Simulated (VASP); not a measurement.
Set up this calculation in VASP 6.6.1, as the native input.

```
Task                   : single point
Functional             : PBEsol
Potentials or basis    : VASP PAW PBE potentials, release 64 (Cu, O)
Cutoff                 : 520 eV
k mesh                 : 9 × 9 × 5
Occupations            : fermi-dirac, width 0.05 eV
Spin                   : no spin polarisation
Dipole correction      : no
Further INCAR settings : ALGO = Normal; EDIFF = 1e-06; NBANDS = 25
```

The structure of CuO lies in POSCAR:

```
CuO
1.0
    2.8952908125     -0.0158462793     -0.0037877651
    0.0234419545      2.8952219874     -0.0037549704
    0.0106873403      0.0105871478      5.0895490023
Cu O
2 2
Direct
    0.0000000000      0.5000000000      0.0000000000
    0.5000000000      0.0000000000      0.5000000000
    0.9996994158      0.0003048006      0.7500002384
    0.0003005842      0.9996951994      0.2499997616
```

One way to write it, as run:

INCAR

```
PREC     = Accurate       # precision mode
ENCUT    = 520            # plane-wave cutoff, eV
EDIFF    = 1E-6           # SCF threshold, eV
ISMEAR   = -1             # smearing method
SIGMA    = 0.05           # smearing width, eV
LREAL    = F              # projectors in reciprocal space
LASPH    = T              # aspherical terms in the spheres
NELM     = 100            # most SCF steps
ALGO     = Normal         # electronic algorithm
ISIF     = 2              # what is computed and relaxed
LWAVE    = F              # write WAVECAR
LCHARG   = F              # write CHGCAR
GGA      = PS             # functional
NBANDS   = 25             # bands
```

KPOINTS

```
regular mesh
0
Gamma
  9 9 5
```

Potentials or basis: VASP PAW PBE potentials, release 64 (Cu, O).

Command:

```bash
$ cat potpaw_PBE.64/Cu/POTCAR potpaw_PBE.64/O/POTCAR > POTCAR
$ mpirun -np 1 vasp_std > vasp.out
```

It gave:

```
Pressure               : 0.8 GPa
Band gap on the k mesh : zero (band 17 reaches 5.91 eV, above the bottom of band 18 at 4.92 eV)
```

Caveat: the PAW data sets were made with another functional, which shifts forces and pressure a little; semilocal functionals often make such compounds metallic where correlation or magnetic order opens a gap, which also shifts bond lengths.

It took 50 s on 1 thread of Intel(R) Xeon(R) 6975P-C (Granite Rapids), with other jobs on the host, peak memory 0.23 GiB.
